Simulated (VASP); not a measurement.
Crystal: In4P.

```
In P
1.0
    -3.26642    3.26642    3.26642
     3.26642   -3.26642    3.26642
     3.26642    3.26642   -3.26642
In P
4 1
Direct
  0.00000 0.00000 0.50000
  0.50000 0.00000 0.00000
  0.00000 0.50000 0.00000
  0.50000 0.50000 0.50000
  0.00000 0.00000 0.00000
```

* Program: VASP 6.6.1
* Task: relaxation of cell and atoms
* Functional: PBE
* Potentials or basis: VASP PAW PBE potentials, release 64 (In_d, P)
* Cutoff: 600 eV
* k mesh: 8 × 8 × 8
* Occupations: gaussian, width 0.1 eV
* Spin: no spin polarisation

At the start: pressure 1.0 GPa; volume 27.88 Å³/atom.

Q: Where does the relaxation end?

A: Over 3 steps the energy falls by 2.5 meV/atom and the volume is 28.73 Å³/atom (+3.0 %); space group Im-3m (No. 229, to 0.05 Å).

The path:
```
step  energy change (eV)  largest force (eV/Å)  pressure (GPa)  volume (Å³)
   1              0.0000                0.0000            0.98       139.40
   2             -0.0121                0.0000            0.16       142.86
   3             -0.0125                0.0000           -0.01       143.63
```

Final structure:
```cif
data_structure
_symmetry_space_group_name_H-M 'P 1'
_symmetry_Int_Tables_number 1
_cell_length_a 5.7142
_cell_length_b 5.7142
_cell_length_c 5.7142
_cell_angle_alpha 109.471
_cell_angle_beta 109.471
_cell_angle_gamma 109.471
_cell_volume 143.63
loop_
_atom_site_label
_atom_site_type_symbol
_atom_site_fract_x
_atom_site_fract_y
_atom_site_fract_z
_atom_site_occupancy
In1 In 0.00000 0.00000 0.50000 1
In2 In 0.50000 0.00000 0.00000 1
In3 In 0.00000 0.50000 0.00000 1
In4 In 0.50000 0.50000 0.50000 1
P1 P 0.00000 0.00000 0.00000 1
```
